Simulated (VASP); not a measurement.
Set up this calculation in VASP 6.6.1, as the native input.

```yaml
Task: relaxation of cell and atoms
Functional: BLYP
Dispersion: D3(BJ)
Potentials_or_basis: VASP PAW PBE potentials, release 64 (Sn_d)
Cutoff: 600 eV
k_mesh: 9 × 9 × 9
Occupations: fermi-dirac, width 0.1 eV
Spin: no spin polarisation
Dipole_correction: no
Further_INCAR_settings: ALGO = Normal; EDIFF = 1e-07; IBRION = 2; EDIFFG = -0.005; NSW = 80; ISIF = 3
```

The structure of Sn lies in POSCAR:

```
Sn
1.0
   -1.8946518200      1.8946518200      1.8946518200
    1.8946518200     -1.8946518200      1.8946518200
    1.8946518200      1.8946518200     -1.8946518200
Sn
1
Direct
    0.0000000000      0.0000000000      0.0000000000
```

One way to write it, as run:

INCAR

```
  PREC = Accurate
  ENCUT = 600
  EDIFF = 1E-7
  ISMEAR = -1
  SIGMA = 0.1
  LREAL = F
  LASPH = T
  NELM = 60
  ALGO = Normal
  ISIF = 3
  LWAVE = F
  LCHARG = F
  GGA = B5
  ALDAX = 1.0
  AGGAX = 1.0
  AGGAC = 1.0
  ALDAC = 0.0
  IVDW = 12
  VDW_S6 = 1.0
  VDW_S8 = 2.6996
  VDW_A1 = 0.4298
  VDW_A2 = 4.2359
  IBRION = 2
  NSW = 80
  EDIFFG = -0.005
```

KPOINTS

```
regular mesh
0
Gamma
  9 9 9
```

Potentials or basis: VASP PAW PBE potentials, release 64 (Sn_d).

Run with:

```bash
$ cat potpaw_PBE.64/Sn_d/POTCAR > POTCAR
$ mpirun -np 1 vasp_std > vasp.out
```

Results of the run:

```
Relaxed volume                         : 27.19 Å³/atom
Relaxed cell                           : a = 3.281 Å, b = 3.281 Å, c = 3.281 Å, α = 109.47°, β = 109.47°, γ = 109.47°
Space group after relaxing (to 0.05 Å) : Im-3m (No. 229)
Energy gained by relaxing              : 0.0 meV/atom
Ionic steps                            : 3
Pressure after relaxing                : 0.0 GPa
Band gap on the k mesh                 : zero (band 7 reaches 16.25 eV, above the bottom of band 8 at 6.19 eV)
Dispersion energy per atom             : -0.918 eV
```

Caveat: the PAW data sets were made with another functional, which shifts forces and pressure a little; spin-orbit coupling is left out, which moves the levels of the heavy elements; pairwise dispersion overbinds metals, which lowers pressure and volume.

It took 40 s on 1 thread of Intel Xeon 6975P-C (shared host), peak memory 0.18 GiB.
